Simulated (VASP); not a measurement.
# Zn3CdTe4 (P3m1) in VASP: notebook, part 2 of 2

VASP 6.6.1.

### 3 Relaxation of shape and atoms at fixed volume, PBE (30.21 Å³/atom)

This run uses another cell than the first one, of 30.21 Å³/atom.

Contents of INCAR:

```
SYSTEM = Zn3CdTe4
ALGO     = Normal         ! electronic algorithm
EDIFF    = 1E-6           ! SCF threshold, eV
EDIFFG   = -0.01          ! ionic threshold
ENCUT    = 600            ! plane-wave cutoff, eV
GGA      = PE             ! functional
IBRION   = 2              ! ionic algorithm
ISIF     = 4              ! what is computed and relaxed
ISMEAR   = 0              ! smearing method
LASPH    = .TRUE.         ! aspherical terms in the spheres
LCHARG   = .FALSE.        ! write CHGCAR
LREAL    = .FALSE.        ! projectors in reciprocal space
LWAVE    = .FALSE.        ! write WAVECAR
NELM     = 80             ! most SCF steps
NSW      = 50             ! ionic steps
PREC     = Accurate       ! precision mode
SIGMA    = 0.02           ! smearing width, eV
```

Contents of KPOINTS:

```
k-points
0
G
  6 6 2
  0 0 0
```

Contents of POSCAR:

```
Zn3CdTe4
1.0
    4.3871132511      0.0000000000      0.0000000000
   -2.1935566256      3.7993515247      0.0000000000
    0.0000000000      0.0000000000     14.5012449916
Zn Cd Te
3 1 4
Direct
    0.3333333333      0.6666666667      0.5001730000
    0.6666666667      0.3333333333      0.2572110000
    0.6666666667      0.3333333333      0.7424750000
    0.3333333333      0.6666666667      0.0034490000
    0.3333333333      0.6666666667      0.1978140000
    0.3333333333      0.6666666667      0.6833560000
    0.6666666667      0.3333333333      0.4404490000
    0.6666666667      0.3333333333      0.9250730000
```

Potentials or basis: VASP PAW PBE potentials, release 64 (Zn, Cd, Te).

Launch:

```
cat potpaw_PBE.64/Zn/POTCAR potpaw_PBE.64/Cd/POTCAR potpaw_PBE.64/Te/POTCAR > POTCAR
mpirun -np 1 vasp_std > vasp.out
```

OUTCAR:

```text
SYSTEM = Zn3CdTe4
   EDIFF = 1E-6
   EDIFFG = -0.01
   ENCUT = 600
   GGA = PE
   IBRION = 2
   ISIF = 4
   ISMEAR = 0
   LASPH = .TRUE.
   LREAL = .FALSE.
   NELM = 80
   NSW = 50
   PREC = Accurate

 ion  position               nearest neighbor table
   1  0.333  0.667  0.500-   6 2.66   7 2.68   7 2.68   7 2.68
   2  0.667  0.333  0.257-   7 2.66   5 2.68   5 2.68   5 2.68
   3  0.667  0.333  0.742-   8 2.65   6 2.67   6 2.67   6 2.67
   4  0.333  0.667  0.003-   8 2.78   8 2.78   8 2.78   5 2.82
   5  0.333  0.667  0.198-   2 2.68   2 2.68   2 2.68   4 2.82
   6  0.333  0.667  0.683-   1 2.66   3 2.67   3 2.67   3 2.67
   7  0.667  0.333  0.440-   2 2.66   1 2.68   1 2.68   1 2.68
   8  0.667  0.333  0.925-   3 2.65   4 2.78   4 2.78   4 2.78

  LATTYP: Found a hexagonal cell.
 ALAT       =     4.3871132511
 C/A-ratio  =     3.3054184293

  Lattice vectors:

 A1 = (   4.3871132511,   0.0000000000,   0.0000000000)
 A2 = (  -2.1935566256,   3.7993515247,   0.0000000000)
 A3 = (   0.0000000000,   0.0000000000,  14.5012449916)

Analysis of symmetry for initial positions (statically):
=====================================================================
 Subroutine PRICEL returns:
 Original cell was already a primitive cell.

[... 162 lines left out ...]
--------------------------------------- Ionic step        1  -------------------------------------------

 number of electron      72.0000005 magnetization

 Free energy of the ion-electron system (eV)
  ---------------------------------------------------
  ext. energy  EPLUGINS =         0.00000000
  ---------------------------------------------------
  free energy    TOTEN  =       -20.17014953 eV

  energy without entropy =      -20.17014953  energy(sigma->0) =      -20.17014953

------------------------ aborting loop because EDIFF is reached ----------------------------------------

  FORCE on cell =-STRESS in cart. coord.  units (eV):
  Direction    XX          YY          ZZ          XY          YZ          ZX
  --------------------------------------------------------------------------------------
  -------------------------------------------------------------------------------------
  Total        2.0915579      2.0915579      2.1931794     -0.0000000      0.0000000     -0.0000000
  in kB       13.8639462     13.8639462     14.5375472     -0.0000000      0.0000000     -0.0000000
  external PRESSURE =      14.0884798 kB  Pullay stress =       0.0000000 kB
[... 155 lines left out ...]
--------------------------------------- Ionic step        5  -------------------------------------------

 number of electron      72.0000003 magnetization

 Free energy of the ion-electron system (eV)
  ---------------------------------------------------
  ext. energy  EPLUGINS =         0.00000000
  ---------------------------------------------------
  free energy    TOTEN  =       -20.17066190 eV

  energy without entropy =      -20.17066190  energy(sigma->0) =      -20.17066190

 E-fermi :   3.0972     XC(G=0):  -8.7847

 val. band max:        2.9874006569   @ k =   0.0000   0.0000   0.0000
 cond. band min:       3.8593751904   @ k =   0.0000   0.0000   0.0000
 fundamental gap:      0.8719745335
 Fermi energy:         3.0972381826

 k-point     1 :       0.0000    0.0000    0.0000
  band No.  band energies     occupation
      1      -8.7380      2.00000
      2      -8.4488      2.00000
      3      -8.2579      2.00000
      4      -7.9391      2.00000
      5      -5.3876      2.00000
      6      -5.3876      2.00000
[... 668 lines left out ...]
  FREE ENERGIE OF THE ION-ELECTRON SYSTEM (eV)
  ---------------------------------------------------
  free  energy   TOTEN  =       -20.1706618964 eV

  energy  without entropy=      -20.1706618964  energy(sigma->0) =      -20.17066190

 reached required accuracy - stopping structural energy minimisation
```

OSZICAR:

```text
N       E                     dE             d eps       ncg     rms          rms(c)
DAV:   1     0.549997392683E+03    0.55000E+03   -0.34115E+04  1204   0.188E+03
DAV:   2     0.375560308172E+02   -0.51244E+03   -0.50009E+03  1212   0.416E+02
DAV:   3    -0.188447896724E+02   -0.56401E+02   -0.55017E+02  1359   0.136E+02
[... 35 lines left out ...]
DAV:   1    -0.201706302607E+02    0.42264E-05   -0.69638E-02  1204   0.120E+00    0.485E-02
DAV:   2    -0.201706663328E+02   -0.36072E-04   -0.48713E-04  1388   0.108E-01    0.193E-02
DAV:   3    -0.201706634642E+02    0.28687E-05   -0.11675E-05  1372   0.291E-02    0.135E-02
DAV:   4    -0.201706620599E+02    0.14043E-05   -0.36883E-06  1317   0.123E-02    0.512E-03
DAV:   5    -0.201706618964E+02    0.16349E-06   -0.11115E-06   850   0.122E-02
   5 F= -.20170662E+02 E0= -.20170662E+02  d E =-.973526E-04
```

CONTCAR:

```text
Zn3CdTe4
   1.00000000000000
     4.3846479573362940   -0.0000000000047232   -0.0000000000000000
    -2.1923239787222091    3.7972165176699937    0.0000000000000000
    -0.0000000000000000   -0.0000000000000000   14.5175563942530221
  Zn              Cd              Te
     3     1     4
Direct
     0.3333333332999970    0.6666666667000030    0.5002453797857238
     0.6666666667000030    0.3333333332999970    0.2572401221287748
     0.6666666667000030    0.3333333332999970    0.7422523036372745
     0.3333333332999970    0.6666666667000030    0.0041169475165992
     0.3333333332999970    0.6666666667000030    0.1980038733371330
     0.3333333332999970    0.6666666667000030    0.6832452804372926
     0.6666666667000030    0.3333333332999970    0.4403721371507135
     0.6666666667000030    0.3333333332999970    0.9245239560064887

  0.00000000E+00  0.00000000E+00  0.00000000E+00
  0.00000000E+00  0.00000000E+00  0.00000000E+00
  0.00000000E+00  0.00000000E+00  0.00000000E+00
  0.00000000E+00  0.00000000E+00  0.00000000E+00
  0.00000000E+00  0.00000000E+00  0.00000000E+00
  0.00000000E+00  0.00000000E+00  0.00000000E+00
  0.00000000E+00  0.00000000E+00  0.00000000E+00
  0.00000000E+00  0.00000000E+00  0.00000000E+00
```

Wall time 8.2 min (1 thread of Intel Xeon Platinum 8259CL at 2.50GHz (Skylake/Cascade Lake), shared host); peak memory 0.52 GiB.

Results:

```yaml
Free_energy: -20.1707 eV
Energy_gained_by_relaxing: 0.1 meV/atom
Ionic_steps: 5
Pressure_after_relaxing: 1.4 GPa
Largest_force_after_relaxing: 0.009 eV/Å
Band_gap_on_the_k_mesh: 0.87 eV
```

Forces in eV/Å, atoms in the order of the input:
```
Zn   0.000  0.000 -0.009
Zn   0.000  0.000  0.003
Zn   0.000  0.000 -0.006
Cd   0.000  0.000 -0.005
Te   0.000  0.000  0.006
Te   0.000  0.000 -0.003
Te   0.000  0.000  0.007
Te   0.000  0.000  0.007
```

The path:
```csv
step,energy change (eV),largest force (eV/Å),pressure (GPa),volume (Å³)
1,0.0000,0.0558,1.41,241.71
2,-0.0003,0.0364,1.40,241.71
3,-0.0004,0.0193,1.38,241.71
4,-0.0005,0.0124,1.38,241.71
5,-0.0005,0.0087,1.38,241.71
```

Final structure:
```
Zn Cd Te
1.0
     4.38465    0.00000    0.00000
    -2.19232    3.79722    0.00000
     0.00000    0.00000   14.51756
Zn Cd Te
3 1 4
Cartesian
  0.0000 2.5315 7.2623
  2.1923 1.2657 3.7345
  2.1923 1.2657 10.7757
  0.0000 2.5315 0.0598
  0.0000 2.5315 2.8745
  0.0000 2.5315 9.9191
  2.1923 1.2657 6.3931
  2.1923 1.2657 13.4218
```

Caveat: spin-orbit coupling is left out, which moves the levels of the heavy elements. A k mesh can miss the band edges.

### 4 Relaxation of cell and atoms, PBE

This run uses another cell than the first one, of 31.15 Å³/atom.

Contents of INCAR:

```
  PREC = Accurate
  ENCUT = 600
  EDIFF = 1E-7
  ISMEAR = 0
  SIGMA = 0.02
  LREAL = F
  LASPH = T
  NELM = 80
  ALGO = Normal
  ISIF = 3
  LWAVE = F
  LCHARG = F
  GGA = PE
  IBRION = 2
  NSW = 100
  EDIFFG = -0.01
```

Contents of KPOINTS:

```
regular mesh
0
Gamma
  6 6 2
```

Contents of POSCAR:

```
Zn3CdTe4
1.0
    4.4318828000      0.0000000000      0.0000000000
   -2.2159414000      3.8381231000      0.0000000000
    0.0000000000      0.0000000000     14.6492271000
Zn Cd Te
3 1 4
Direct
    0.3333333000      0.6666667000      0.5001730000
    0.6666667000      0.3333333000      0.2572110000
    0.6666667000      0.3333333000      0.7424750000
    0.3333333000      0.6666667000      0.0034490000
    0.3333333000      0.6666667000      0.1978140000
    0.3333333000      0.6666667000      0.6833560000
    0.6666667000      0.3333333000      0.4404490000
    0.6666667000      0.3333333000      0.9250730000
```

Launch:

```
cat potpaw_PBE.64/Zn/POTCAR potpaw_PBE.64/Cd/POTCAR potpaw_PBE.64/Te/POTCAR > POTCAR
mpirun -np 1 vasp_std > vasp.out
```

It took 3.5 min on 1 thread of AMD EPYC 9R45 (Zen 5), shared host; peak memory 0.49 GiB.

The run converged. Its results:

```yaml
Free_energy: -20.2046 eV
Relaxed_volume: 31.20 Å³/atom
Relaxed_cell: a = 4.434 Å, b = 4.434 Å, c = 14.658 Å, α = 90.00°, β = 90.00°, γ = 120.00°
Space_group_after_relaxing_to_0.1_Å: P3m1 (No. 156)
Energy_gained_by_relaxing: 0.0 meV/atom
Ionic_steps: 2
Pressure_after_relaxing: 0.0 GPa
Largest_force_after_relaxing: 0.005 eV/Å
Band_gap_on_the_k_mesh: 0.76 eV
```

Forces in eV/Å, atoms in the order of the input:
```
Zn   0.000  0.000  0.000
Zn   0.000  0.000  0.000
Zn   0.000  0.000 -0.001
Cd   0.000  0.000  0.000
Te   0.000  0.000  0.005
Te   0.000  0.000 -0.001
Te   0.000  0.000  0.001
Te   0.000  0.000 -0.003
```

Final structure:
```
Zn Cd Te
1.0
     4.43436    0.00000    0.00000
    -2.21718    3.84027    0.00000
     0.00000    0.00000   14.65751
Zn Cd Te
3 1 4
Direct
  0.33333 0.66667 0.50017
  0.66667 0.33333 0.25720
  0.66667 0.33333 0.74248
  0.33333 0.66667 0.00346
  0.33333 0.66667 0.19784
  0.33333 0.66667 0.68336
  0.66667 0.33333 0.44046
  0.66667 0.33333 0.92504
```

Levels at points of the mesh, in eV from the valence-band top:
| k point | band 32 | band 33 | band 34 | band 35 | band 36 | band 37 | band 38 | band 39 | band 40 | band 41 |
| --- | --- | --- | --- | --- | --- | --- | --- | --- | --- | --- |
| (0.00, 0.00, 0.00) | -0.45 | -0.45 | -0.24 | 0.00 | 0.00 | 0.76 | 1.33 | 1.72 | 2.35 | 4.22 |
| (0.50, 0.00, 0.00) | -1.66 | -1.66 | -1.59 | -1.41 | -0.83 | 1.92 | 1.96 | 2.20 | 2.57 | 3.45 |
| (0.00, 0.00, 0.50) | -0.77 | -0.33 | -0.33 | -0.05 | -0.05 | 1.33 | 1.54 | 1.70 | 2.21 | 4.19 |
| (0.50, 0.00, 0.50) | -1.83 | -1.44 | -1.40 | -1.20 | -0.93 | 1.92 | 1.99 | 2.05 | 2.43 | 3.92 |

Caveat: spin-orbit coupling is left out, which moves the levels of the heavy elements.

### 5 Relaxation of shape and atoms at fixed volume, PBE (32.08 Å³/atom)

This run uses another cell than the first one, of 32.08 Å³/atom.

Contents of INCAR:

```
PREC = Accurate
ENCUT = 600
EDIFF = 1E-6
ISMEAR = 0
SIGMA = 0.02
LREAL = F
LASPH = T
NELM = 80
ALGO = Normal
ISIF = 4
LWAVE = F
LCHARG = F
GGA = PE
IBRION = 2
NSW = 50
EDIFFG = -0.01
```

Contents of KPOINTS:

```
Automatic mesh
0
Gamma
  6 6 2
```

Contents of POSCAR:

```
Zn3CdTe4
1.0
    4.4757656867      0.0000000000      0.0000000000
   -2.2378828433      3.8761267860      0.0000000000
    0.0000000000      0.0000000000     14.7942783859
Zn Cd Te
3 1 4
Direct
    0.3333333333      0.6666666667      0.5001730000
    0.6666666667      0.3333333333      0.2572110000
    0.6666666667      0.3333333333      0.7424750000
    0.3333333333      0.6666666667      0.0034490000
    0.3333333333      0.6666666667      0.1978140000
    0.3333333333      0.6666666667      0.6833560000
    0.6666666667      0.3333333333      0.4404490000
    0.6666666667      0.3333333333      0.9250730000
```

Potentials or basis: VASP PAW PBE potentials, release 64 (Zn, Cd, Te).

Launch:

```
cat potpaw_PBE.64/Zn/POTCAR potpaw_PBE.64/Cd/POTCAR potpaw_PBE.64/Te/POTCAR > POTCAR
mpirun -np 1 vasp_std > vasp.out
```

OUTCAR:

```text
PREC = Accurate
   ENCUT = 600
   EDIFF = 1E-6
   ISMEAR = 0
   LREAL = F
   LASPH = T
   NELM = 80
   ISIF = 4
   GGA = PE
   IBRION = 2
   NSW = 50
   EDIFFG = -0.01

 ion  position               nearest neighbor table
   1  0.333  0.667  0.500-   6 2.71   7 2.73   7 2.73   7 2.73
   2  0.667  0.333  0.257-   7 2.71   5 2.73   5 2.73   5 2.73
   3  0.667  0.333  0.742-   8 2.70   6 2.73   6 2.73   6 2.73
   4  0.333  0.667  0.003-   8 2.83   8 2.83   8 2.83   5 2.88
   5  0.333  0.667  0.198-   2 2.73   2 2.73   2 2.73   4 2.88
   6  0.333  0.667  0.683-   1 2.71   3 2.73   3 2.73   3 2.73
   7  0.667  0.333  0.440-   2 2.71   1 2.73   1 2.73   1 2.73
   8  0.667  0.333  0.925-   3 2.70   4 2.83   4 2.83   4 2.83

  LATTYP: Found a hexagonal cell.
 ALAT       =     4.4757656867
 C/A-ratio  =     3.3054184293

  Lattice vectors:

 A1 = (   4.4757656867,   0.0000000000,   0.0000000000)
 A2 = (  -2.2378828433,   3.8761267860,   0.0000000000)
 A3 = (   0.0000000000,   0.0000000000,  14.7942783859)

Analysis of symmetry for initial positions (statically):
=====================================================================
 Subroutine PRICEL returns:
 Original cell was already a primitive cell.

[... 160 lines left out ...]
   NGX = 17   NGY = 17   NGZ = 59

--------------------------------------- Ionic step        1  -------------------------------------------

 number of electron      71.9999972 magnetization

 Free energy of the ion-electron system (eV)
  ---------------------------------------------------
  ext. energy  EPLUGINS =         0.00000000
  ---------------------------------------------------
  free energy    TOTEN  =       -20.18132091 eV

  energy without entropy =      -20.18132091  energy(sigma->0) =      -20.18132091

------------------------ aborting loop because EDIFF is reached ----------------------------------------

  FORCE on cell =-STRESS in cart. coord.  units (eV):
  Direction    XX          YY          ZZ          XY          YZ          ZX
  --------------------------------------------------------------------------------------
  -------------------------------------------------------------------------------------
  Total       -1.6803911     -1.6803911     -1.7712054     -0.0000000      0.0000000      0.0000000
  in kB      -10.4896707    -10.4896707    -11.0565694     -0.0000000      0.0000000      0.0000000
  external PRESSURE =     -10.6786369 kB  Pullay stress =       0.0000000 kB
[... 113 lines left out ...]
--------------------------------------- Ionic step        4  -------------------------------------------

 number of electron      71.9999969 magnetization

 Free energy of the ion-electron system (eV)
  ---------------------------------------------------
  ext. energy  EPLUGINS =         0.00000000
  ---------------------------------------------------
  free energy    TOTEN  =       -20.18156436 eV

  energy without entropy =      -20.18156436  energy(sigma->0) =      -20.18156436

 E-fermi :   2.5167     XC(G=0):  -8.5214

 val. band max:        2.4054399923   @ k =   0.0000   0.0000   0.0000
 cond. band min:       3.0725042119   @ k =   0.0000   0.0000   0.0000
 fundamental gap:      0.6670642196
 Fermi energy:         2.5166598777

 k-point     1 :       0.0000    0.0000    0.0000
  band No.  band energies     occupation
      1      -8.9319      2.00000
      2      -8.6690      2.00000
      3      -8.5145      2.00000
      4      -8.2436      2.00000
      5      -5.7805      2.00000
      6      -5.7805      2.00000
[... 668 lines left out ...]
  FREE ENERGIE OF THE ION-ELECTRON SYSTEM (eV)
  ---------------------------------------------------
  free  energy   TOTEN  =       -20.1815643601 eV

  energy  without entropy=      -20.1815643601  energy(sigma->0) =      -20.18156436

 reached required accuracy - stopping structural energy minimisation
```

OSZICAR:

```text
N       E                     dE             d eps       ncg     rms          rms(c)
DAV:   1     0.541418377300E+03    0.54142E+03   -0.33864E+04  1204   0.184E+03
DAV:   2     0.388797933437E+02   -0.50254E+03   -0.49024E+03  1212   0.407E+02
DAV:   3    -0.188695329936E+02   -0.57749E+02   -0.56677E+02  1396   0.133E+02
[... 26 lines left out ...]
DAV:   6    -0.201815379780E+02    0.82129E-07   -0.26816E-07   692   0.119E-02
   3 F= -.20181538E+02 E0= -.20181538E+02  d E =-.217068E-03
       N       E                     dE             d eps       ncg     rms          rms(c)
DAV:   1    -0.201815556232E+02   -0.17563E-04   -0.13286E-02  1222   0.486E-01    0.219E-02
DAV:   2    -0.201815644977E+02   -0.88744E-05   -0.10184E-04  1362   0.625E-02    0.595E-03
DAV:   3    -0.201815643601E+02    0.13756E-06   -0.24555E-06   937   0.169E-02
   4 F= -.20181564E+02 E0= -.20181564E+02  d E =-.263822E-04
```

Wall time 3.7 min (1 thread of AMD EPYC 9R45 (Zen 5), shared host); peak memory 0.5 GiB.

What came out:

```
Free energy                  : -20.1816 eV
Energy gained by relaxing    : 0.0 meV/atom
Ionic steps                  : 4
Pressure after relaxing      : -1.1 GPa
Largest force after relaxing : 0.007 eV/Å
Band gap on the k mesh       : 0.67 eV
```

Forces on the atoms (eV/Å):
```
Zn   0.000  0.000 -0.005
Zn   0.000  0.000 -0.004
Zn   0.000  0.000  0.003
Cd   0.000  0.000 -0.001
Te   0.000  0.000 -0.005
Te   0.000  0.000  0.007
Te   0.000  0.000  0.007
Te   0.000  0.000 -0.002
```

The path:
```
step  energy change (eV)  largest force (eV/Å)  pressure (GPa)  volume (Å³)
   1              0.0000                0.0420           -1.07       256.66
   2             -0.0001                0.0291           -1.06       256.66
   3             -0.0002                0.0127           -1.06       256.66
   4             -0.0002                0.0074           -1.06       256.66
```

Final structure:
```yaml
crystal:
  lattice:
    - [4.47793, 0.00000, 0.00000]
    - [-2.23896, 3.87800, 0.00000]
    - [0.00000, 0.00000, 14.77999]
  atoms:
    - { symbol: Zn, position: [0.33333, 0.66667, 0.50017] }
    - { symbol: Zn, position: [0.66667, 0.33333, 0.25727] }
    - { symbol: Zn, position: [0.66667, 0.33333, 0.74254] }
    - { symbol: Cd, position: [0.33333, 0.66667, 0.00302] }
    - { symbol: Te, position: [0.33333, 0.66667, 0.19785] }
    - { symbol: Te, position: [0.33333, 0.66667, 0.68334] }
    - { symbol: Te, position: [0.66667, 0.33333, 0.44046] }
    - { symbol: Te, position: [0.66667, 0.33333, 0.92535] }
```

Caveat: spin-orbit coupling is left out, which moves the levels of the heavy elements.

### 6 Summary

| task | cell | gap on the mesh (eV) | pressure (GPa) | largest force (eV/Å) |
| --- | --- | --- | --- | --- |
| relaxation of shape and atoms at fixed volume | relaxed from a = 4.339, b = 4.339, c = 14.365 Å, angles 90.0, 90.0, 120.0°, 8 atoms, atomic positions A | 0.98 | 3.0 | 0.01 |
| relaxation of shape and atoms at fixed volume | relaxed from a = 4.387, b = 4.387, c = 14.501 Å, angles 90.0, 90.0, 120.0°, 8 atoms, atomic positions B | 0.87 | 1.4 | 0.01 |
| relaxation of cell and atoms | relaxed from a = 4.432, b = 4.432, c = 14.649 Å, angles 90.0, 90.0, 120.0°, 8 atoms, atomic positions B | 0.76 | 0.0 | - |
| relaxation of shape and atoms at fixed volume | relaxed from a = 4.476, b = 4.476, c = 14.794 Å, angles 90.0, 90.0, 120.0°, 8 atoms, atomic positions B | 0.67 | -1.1 | 0.01 |

Alike in all rows: level PBE; potentials or basis VASP PAW PBE potentials, release 64 (Zn, Cd, Te); no spin polarisation; k mesh 6 × 6 × 2; cutoff (eV) 600; smearing gaussian 0.02 eV.

Caveats: spin-orbit coupling is left out, which moves the levels of the heavy elements.

Total energies depend on the potentials used, so only differences within one code and one set of settings carry meaning.
